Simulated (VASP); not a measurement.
# P (P4/mmm) in VASP: single point with r2SCAN

Aim: the single point of P with r2SCAN.

All numbers are computed with VASP 6.6.1; they aren't measurements. Logs are shortened: lines on timing, memory, paths and dates and some standing lists are left out, and cuts for length are marked.

### 1 The cell of the first run

Symmetry: P4/mmm, No. 123, tetragonal system. Conventional cell: a = 4.273 Å, b = 4.273 Å, c = 4.378 Å, α = 90.00°, β = 90.00°, γ = 90.00°. P (site symmetry 4/mmm) has 6 P at 4.27 to 4.38 Å within 5.6 Å.

### 2 Single point, r2SCAN

Input file POSCAR:

```
P
1.0
   -4.2729048574      0.0000000000      0.0000000000
    0.0000000000     -4.2729048574      0.0000000000
    0.0000000000      0.0000000000      8.7560000000
P
2
Direct
    0.0000000000      0.0000000000      0.0000000000
    0.0000000000      0.0000000000      0.5000000000
```

Input file INCAR.step1:

```
SYSTEM = P
  PREC = Accurate
  ENCUT = 550
  ISMEAR = 0
  SIGMA = 0.15
  LREAL = .FALSE.
  LASPH = .TRUE.
  NELM = 120
  NBANDS = 12
  GGA = PE
  ALGO = Normal
  EDIFF = 1E-5
  LWAVE = .TRUE.
  LCHARG = .FALSE.
  GGA_COMPAT = .FALSE.
```

Input file INCAR.step2:

```
SYSTEM = P
  PREC = Accurate
  ENCUT = 550
  EDIFF = 1E-6
  ISMEAR = 0
  SIGMA = 0.15
  LREAL = .FALSE.
  LASPH = .TRUE.
  NELM = 120
  ALGO = Normal
  ISIF = 2
  LWAVE = .FALSE.
  LCHARG = .FALSE.
  METAGGA = R2SCAN
  LMIXTAU = .TRUE.
  NBANDS = 12
  ISTART = 1
  GGA_COMPAT = .FALSE.
```

Input file KPOINTS:

```
regular mesh
0
G
  11 11 6
  0 0 0
```

Potentials or basis: VASP PAW PBE potentials, release 64 (P).

On the command line:

```console
$ cat potpaw_PBE.64/P/POTCAR > POTCAR
$ cp INCAR.step1 INCAR
$ mpirun -np 1 vasp_std > vasp.out
$ cp INCAR.step2 INCAR
$ mpirun -np 1 vasp_std > vasp.out
```

OUTCAR:

```text
SYSTEM = P
   PREC = Accurate
   ENCUT = 550
   EDIFF = 1E-6
   ISMEAR = 0
   LREAL = .FALSE.
   LASPH = .TRUE.
   NELM = 120
   ISIF = 2
   METAGGA = R2SCAN
   ISTART = 1

 ion  position               nearest neighbor table
   1  0.000  0.000  0.000-
   2  0.000  0.000  0.500-

  LATTYP: Found a simple tetragonal cell.
 ALAT       =     4.2729048574
 C/A-ratio  =     2.0491914265

  Lattice vectors:

 A1 = (  -4.2729048574,   0.0000000000,   0.0000000000)
 A2 = (   0.0000000000,  -4.2729048574,   0.0000000000)
 A3 = (   0.0000000000,   0.0000000000,   8.7560000000)

Analysis of symmetry for initial positions (statically):
=====================================================================
 Subroutine PRICEL returns following result:

  LATTYP: Found a simple tetragonal cell.
 ALAT       =     4.2729048574
 C/A-ratio  =     1.0245957132

  Lattice vectors:

 A1 = (  -4.2729048574,   0.0000000000,   0.0000000000)
 A2 = (   0.0000000000,  -4.2729048574,   0.0000000000)
 A3 = (   0.0000000000,   0.0000000000,   4.3780000000)

   2 primitive cells build up your supercell.

 Routine SETGRP: Setting up the symmetry group for a
 simple tetragonal supercell.

 Subroutine GETGRP returns: Found 16 space group operations
 (whereof 16 operations were pure point group operations)
 out of a pool of 16 trial point group operations.

The static configuration has the point symmetry D_4h.

Analysis of symmetry for dynamics (positions and initial velocities):
=====================================================================
 Subroutine PRICEL returns following result:

  LATTYP: Found a simple tetragonal cell.
 ALAT       =     4.2729048574
 C/A-ratio  =     1.0245957132

  Lattice vectors:

 A1 = (  -4.2729048574,   0.0000000000,   0.0000000000)
 A2 = (   0.0000000000,  -4.2729048574,   0.0000000000)
 A3 = (   0.0000000000,   0.0000000000,   4.3780000000)

   2 primitive cells build up your supercell.

 Routine SETGRP: Setting up the symmetry group for a
 simple tetragonal supercell.

 Subroutine GETGRP returns: Found 16 space group operations
 (whereof 16 operations were pure point group operations)
 out of a pool of 16 trial point group operations.

The dynamic configuration has the point symmetry D_4h.

 Subroutine INISYM returns: Found 16 space group operations
 (whereof 16 operations are pure point group operations),
 and found     2 'primitive' translations

----------------------------------------------------------------------------------------

                                     Primitive cell

  volume of cell :      79.9323

  direct lattice vectors                    reciprocal lattice vectors
    -4.272904857  0.000000000  0.000000000    -0.234032826  0.000000000  0.000000000
     0.000000000 -4.272904857  0.000000000     0.000000000 -0.234032826  0.000000000
     0.000000000  0.000000000  4.378000000     0.000000000  0.000000000  0.228414801

  length of vectors
     4.272904857  4.272904857  4.378000000     0.234032826  0.234032826  0.228414801

  position of ions in fractional coordinates (direct lattice)
     0.000000000  0.000000000  0.000000000

  ion indices of the primitive-cell ions
   primitive index   ion index
                 1           1

----------------------------------------------------------------------------------------

 KPOINTS: regular mesh

Automatic generation of k-mesh.
 Grid dimensions read from file:
 generate k-points for:   11   11    6

 Generating k-lattice:

  Cartesian coordinates                     Fractional coordinates (reciprocal lattice)
    -0.021275711  0.000000000  0.000000000     0.090909091  0.000000000  0.000000000
     0.000000000 -0.021275711  0.000000000     0.000000000  0.090909091  0.000000000
     0.000000000  0.000000000  0.019034567     0.000000000  0.000000000  0.166666667

  Length of vectors
     0.021275711  0.021275711  0.019034567

  Shift w.r.t. Gamma in fractional coordinates (k-lattice)
     0.000000000  0.000000000  0.000000000

 Subroutine IBZKPT returns following result:
 ===========================================

 Found     84 irreducible k-points:

 Following reciprocal coordinates:
            Coordinates               Weight
  0.000000  0.000000  0.000000      1.000000
  0.090909  0.000000  0.000000      4.000000
  0.181818  0.000000  0.000000      4.000000
  0.272727  0.000000  0.000000      4.000000
  0.363636  0.000000  0.000000      4.000000
  0.454545  0.000000  0.000000      4.000000
[... 16 lines left out ...]
  0.090909  0.000000  0.166667      8.000000
  0.181818  0.000000  0.166667      8.000000
 [... further k-points ...]
   k-points           NKPTS =     84   k-points in BZ     NKDIM =     84   number of bands    NBANDS=     12
   number of dos      NEDOS =    301   number of ions     NIONS =      2
   total plane-waves  NPLWV =  90720
   dimension x,y,z NGX =    36 NGY =   36 NGZ =   70
   dimension x,y,z NGXF=    72 NGYF=   72 NGZF=  140
   ions per type =               2
   NGX,Y,Z   is equivalent  to a cutoff of  14.01, 14.01, 13.29 a.u.
   NGXF,Y,Z  is equivalent  to a cutoff of  28.01, 28.01, 26.58 a.u.
 SYSTEM =  P
   PREC   = accura    normal or accurate (medium, high low for compatibility)
   ISTART =      1    job   : 0-new  1-cont  2-samecut
   ICHARG =      0    charge: 1-file 2-atom 10-const
   ISPIN  =      1    spin polarized calculation?
   LNONCOLLINEAR =      F non collinear calculations
   LSORBIT =      F    spin-orbit coupling
   LASPH  =      T    aspherical Exc in radial PAW
   ENCUT  =  550.0 eV  40.42 Ry    6.36 a.u.   8.17  8.17 16.74*2*pi/ulx,y,z
   NELM   =    120;   NELMIN=  2; NELMDL=  0     # of ELM steps
   EDIFF  = 0.1E-05   stopping-criterion for ELM
   LREAL  =      F    real-space projection
   EDIFFG = 0.1E-04   stopping-criterion for IOM
   NSW    =      0    number of steps for IOM
   IBRION =     -1    ionic relax: 0-MD 1-quasi-New 2-CG
   NFREE  =      0    steps in history (QN), initial steepest desc. (CG)
   ISIF   =      2    stress and relaxation
   ISYM   =      2    0-nonsym 1-usesym 2-fastsym
   POTIM  = 0.5000    time-step for ionic-motion
   TEBEG  =    0.0;   TEEND  =   0.0 temperature during run
   PSTRESS=    0.0 pullay stress
   NELECT =      10.0000    total number of electrons
   NUPDOWN=      -1.0000    fix difference up-down
   EMIN   =  10.00;   EMAX   =-10.00  energy-range for DOS
   EFERMI =   0.00;   METHOD = LEGACY
   ISMEAR =     0;   SIGMA  =   0.15  broadening in eV -4-tet -1-fermi 0-gaus
   EFERMI_NEDOS =   21; number of points for ismear=-14 and -15
   IALGO  =     38    algorithm
   IMIX   =      4    mixing-type and parameters
     AMIX     =   0.40;   BMIX     =  1.00
     AMIX_MAG =   1.60;   BMIX_MAG =  1.00
  volume/ion in A,a.u.               =      79.93       539.41
  Fermi-wavevector in a.u.,A,eV,Ry     =   0.649866  1.228069  5.746099  0.422326
  Thomas-Fermi vector in A             =   1.718961
   LORBIT       =      0    0 simple, 1 ext, 2 COOP (PROOUT), +10 PAW based schemes
   METAGGA = R2SCAN    functional components
   LHFCALC =     F    Hartree Fock is set to
   AEXX    =    0.0000 exact exchange contribution
   IVDW    =     0    specifies the selected vdW correction
   LEPSILON=     F    determine dielectric tensor
   LRPA    =     F    only Hartree local field effects (RPA)
 non-spin polarized calculation
 Gauss-broadening in eV      SIGMA  =   0.15
  energy-cutoff  :      550.00
  volume of cell :      159.86
 maximum number of plane-waves:      4717
 NGX is ok and might be reduce to    36
   NGX = 17   NGY = 17   NGZ = 33

 number of electron       9.9999997 magnetization

 Free energy of the ion-electron system (eV)
  ---------------------------------------------------
  ext. energy  EPLUGINS =         0.00000000
  ---------------------------------------------------
  free energy    TOTEN  =        -8.65600243 eV

  energy without entropy =       -8.58446837  energy(sigma->0) =       -8.62023540

 E-fermi :  -3.2335     XC(G=0):  -5.1958

 val. band max:       -3.2493607192   @ k =   0.2727   0.2727   0.0000
 cond. band min:      -3.2328278131   @ k =   0.4545   0.0000   0.5000
 fundamental gap:      0.0165329061
 Fermi energy:        -3.2334705571

 k-point     1 :       0.0000    0.0000    0.0000
  band No.  band energies     occupation
      1     -12.4237      2.00000
      2     -12.2718      2.00000
      3      -4.0478      2.00000
      4      -2.7708      0.00001
      5      -2.6543      0.00000
      6      -2.6543      0.00000
      7      -2.5267      0.00000
      8      -2.5267      0.00000
      9       1.8067      0.00000
     10       3.8593      0.00000
     11       4.5474      0.00000
     12       4.8185      0.00000

 k-point     2 :       0.0909    0.0000    0.0000
  band No.  band energies     occupation
      1     -12.4097      2.00000
      2     -12.2586      2.00000
      3      -4.0253      2.00000
      4      -2.8021      0.00005
      5      -2.7587      0.00001
      6      -2.6541      0.00000
      7      -2.6427      0.00000
      8      -2.5161      0.00000
      9       1.9476      0.00000
     10       4.0235      0.00000
     11       4.4097      0.00000
     12       4.8803      0.00000

 k-point     3 :       0.1818    0.0000    0.0000
  band No.  band energies     occupation
      1     -12.3716      2.00000
      2     -12.2228      2.00000
      3      -3.9635      2.00000
      4      -3.1581      0.47729
      5      -2.9684      0.01244
      6      -2.7256      0.00000
      7      -2.6110      0.00000
      8      -2.4874      0.00000
      9       2.2995      0.00000
     10       4.0383      0.00000
     11       4.4150      0.00000
     12       5.0239      0.00000

 k-point     4 :       0.2727    0.0000    0.0000
  band No.  band energies     occupation
      1     -12.3203      2.00000
      2     -12.1746      2.00000
      3      -3.8786      2.00000
      4      -3.5619      1.99804
      5      -3.3348      1.66043
      6      -2.6813      0.00000
      7      -2.5686      0.00000
      8      -2.4491      0.00000
      9       2.7579      0.00000
     10       3.5727      0.00000
     11       4.8621      0.00000
     12       5.2300      0.00000

 k-point     5 :       0.3636    0.0000    0.0000
  band No.  band energies     occupation
      1     -12.2717      2.00000
      2     -12.1291      2.00000
      3      -3.8911      2.00000
      4      -3.7960      2.00000
      5      -3.6387      1.99987
      6      -2.6396      0.00000
      7      -2.5287      0.00000
      8      -2.4131      0.00000
      9       3.1732      0.00000
     10       3.2713      0.00000
     11       5.2255      0.00000
     12       5.2767      0.00000
[... 228 lines left out ...]
      1     -12.0729      2.00000
      2     -11.9412      2.00000
      3      -3.7787      2.00000
      4      -3.7713      2.00000
      5      -3.5627      1.99809
      6      -3.5574      1.99774
      7      -3.4963      1.98677
      8      -2.4748      0.00000
      9       3.0075      0.00000
     10       4.1342      0.00000
     11       4.1891      0.00000
     12       4.2441      0.00000

 k-point    22 :       0.0000    0.0000    0.1667
  band No.  band energies     occupation
      1     -12.4140      2.00000
      2     -12.2824      2.00000
      3      -3.9779      2.00000
      4      -2.8801      0.00086
      5      -2.6461      0.00000
      6      -2.6461      0.00000
      7      -2.5355      0.00000
      8      -2.5355      0.00000
      9       1.9248      0.00000
     10       3.5621      0.00000
     11       4.8347      0.00000
     12       4.9171      0.00000

 k-point    23 :       0.0909    0.0000    0.1667
  band No.  band energies     occupation
      1     -12.4000      2.00000
      2     -12.2692      2.00000
      3      -3.9559      2.00000
      4      -2.8712      0.00064
      5      -2.7878      0.00003
      6      -2.6641      0.00000
      7      -2.6345      0.00000
      8      -2.5249      0.00000
      9       2.0633      0.00000
     10       3.6707      0.00000
     11       4.7623      0.00000
     12       4.9694      0.00000

 k-point    24 :       0.1818    0.0000    0.1667
  band No.  band energies     occupation
      1     -12.3621      2.00000
      2     -12.2332      2.00000
      3      -3.8955      2.00000
      4      -3.1484      0.42273
      5      -2.9810      0.01732
      6      -2.8270      0.00013
      7      -2.6030      0.00000
      8      -2.4960      0.00000
      9       2.4083      0.00000
     10       3.7882      0.00000
     11       4.6673      0.00000
     12       5.1026      0.00000

 [... further k-points ...]
[... 5 lines left out ...]
  --------------------------------------------------------------------------------------
  -------------------------------------------------------------------------------------
  Total       -4.1154442     -4.1154442     -3.6937994      0.0000000      0.0000000      0.0000000
  in kB      -41.2453602    -41.2453602    -37.0195975      0.0000000      0.0000000      0.0000000
  external PRESSURE =     -39.8367726 kB  Pullay stress =       0.0000000 kB

 VOLUME and BASIS-vectors are now :
 -----------------------------------------------------------------------------
  energy-cutoff  :      550.00
  volume of cell :      159.86
      direct lattice vectors                 reciprocal lattice vectors
    -4.272904857  0.000000000  0.000000000    -0.234032826  0.000000000  0.000000000
     0.000000000 -4.272904857  0.000000000     0.000000000 -0.234032826  0.000000000
     0.000000000  0.000000000  8.756000000     0.000000000  0.000000000  0.114207401

 POSITION                                       TOTAL-FORCE (eV/Angst)
 -----------------------------------------------------------------------------------
      0.00000      0.00000      0.00000         0.000000      0.000000      0.000000
      0.00000      0.00000      4.37800         0.000000      0.000000      0.000000
 -----------------------------------------------------------------------------------
    total drift:                               -0.000000     -0.000000     -0.000000

  FREE ENERGIE OF THE ION-ELECTRON SYSTEM (eV)
  ---------------------------------------------------
  free  energy   TOTEN  =        -8.6560024283 eV

  energy  without entropy=       -8.5844683708  energy(sigma->0) =       -8.62023540
```

Run time: 16 min. Hardware: 1 thread of Intel Xeon 8259CL, shared host; peak memory 0.39 GiB.

Results:

```
Free energy            : -8.6560 eV
Pressure               : -4.0 GPa
Band gap on the k mesh : zero (bands 5 and 6 overlap by 1.08 eV)
```

Stress tensor (GPa, compression positive):
```
-4.12  0.00  0.00
 0.00 -4.12  0.00
 0.00  0.00 -3.70
```

Levels at points of the mesh, in eV from the Fermi level:
```csv
k point,band 1,band 2,band 3,band 4,band 5,band 6,band 7,band 8,band 9,band 10
"(0.00, 0.00, 0.00)",-9.19,-9.04,-0.81,0.46,0.58,0.58,0.71,0.71,5.04,7.09
"(0.00, 0.00, 0.50)",-9.12,-9.12,-0.25,-0.25,0.64,0.64,0.64,0.64,5.87,5.87
```

Caveat: the cell stands under tension; the atoms stand far beyond bonding distance, and open shells without spin polarisation read as a metal; the PAW data sets were made with another functional, which shifts forces and pressure a little.
